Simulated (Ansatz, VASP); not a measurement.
**One calculation of MgB2, two programs**

The input INCAR:

```
SYSTEM = MgB2
  PREC = Accurate
  ENCUT = 520
  EDIFF = 1E-6
  ISMEAR = -1
  SIGMA = 0.05
  LREAL = .FALSE.
  LASPH = .TRUE.
  NELM = 80
  ALGO = Normal
  ISIF = 2
  LWAVE = .FALSE.
  LCHARG = .TRUE.
  GGA = RP
  LELF = .TRUE.
  LVHAR = .TRUE.
  NBANDS = 11
```

File KPOINTS:

```
Automatic mesh
0
G
  10 10 8
  0 0 0
```

POSCAR

```
MgB2
1.0
    3.0850000000      0.0000000000      0.0000000000
   -1.5425000000      2.6716883707      0.0000000000
    0.0000000000      0.0000000000      3.5230000000
Mg B
1 2
Direct
    0.0000000000      0.0000000000      0.0000000000
    0.6666666667      0.3333333333      0.5000000000
    0.3333333333      0.6666666667      0.5000000000
```

input.yaml

```yaml
crystal:
  lattice:
    - [3.085, 0.0, 0.0]
    - [-1.5425, 2.6716883707, 0.0]
    - [0.0, 0.0, 3.523]
  atoms:
    - { symbol: Mg, position: [0.0, 0.0, 0.0] }
    - { symbol: B, position: [0.6666666667, 0.3333333333, 0.5] }
    - { symbol: B, position: [0.3333333333, 0.6666666667, 0.5] }
hamiltonian:
  xc: rpbe
  pseudopotentials: { kind: paw }
kpoints:
  mp_grid: { grid: [10, 10, 8] }
  band_path:
    path:
      - [[0.0, 0.0, 0.0], [0.5, 0.0, 0.0], [0.3333333333, 0.3333333333, 0.0], [0.0, 0.0, 0.0], [0.0, 0.0, 0.5], [0.5, 0.0, 0.5], [0.3333333333, 0.3333333333, 0.5], [0.0, 0.0, 0.5]]
      - [[0.5, 0.0, 0.5], [0.5, 0.0, 0.0]]
      - [[0.3333333333, 0.3333333333, 0.0], [0.3333333333, 0.3333333333, 0.5]]
    npoints: 14
scf:
  occupations: { method: fermi_dirac, width: 0.05 }
  n_extra_bands: 7
output:
  forces: true
  stress: true
  eigenvalues: true
  fatbands: true
```

Alike in both runs: functional RPBE; k mesh 10 × 10 × 8; occupations fermi-dirac, width 0.05 eV; no spin polarisation.

|  | VASP | Ansatz |
| --- | --- | --- |
| version | VASP 6.6.1 | Ansatz 0.2.0 |
| potentials or method | VASP PAW PBE potentials, release 64 (Mg, B) | Ansatz PAW |
| plane-wave cutoff (eV) | 520 | 420 |
| valence electrons in the cell | 8 | 16 |
| task | single point | band structure |

```csv
,VASP,Ansatz,Ansatz less VASP
gap on the k mesh at the Fermi level (eV),none,none,-
pressure (GPa),2.0,2.5,+0.40
"traceless stress, the component that is largest in VASP (GPa)",-0.37,-0.25,+0.115
```

VASP's potentials were made for PBE, not for RPBE. A gap of «none» marks a metal or a gap that the smearing closes. VASP's potentials hold 8 valence electrons a cell and Ansatz's 16, so a difference there can come from the potentials and not from the codes.
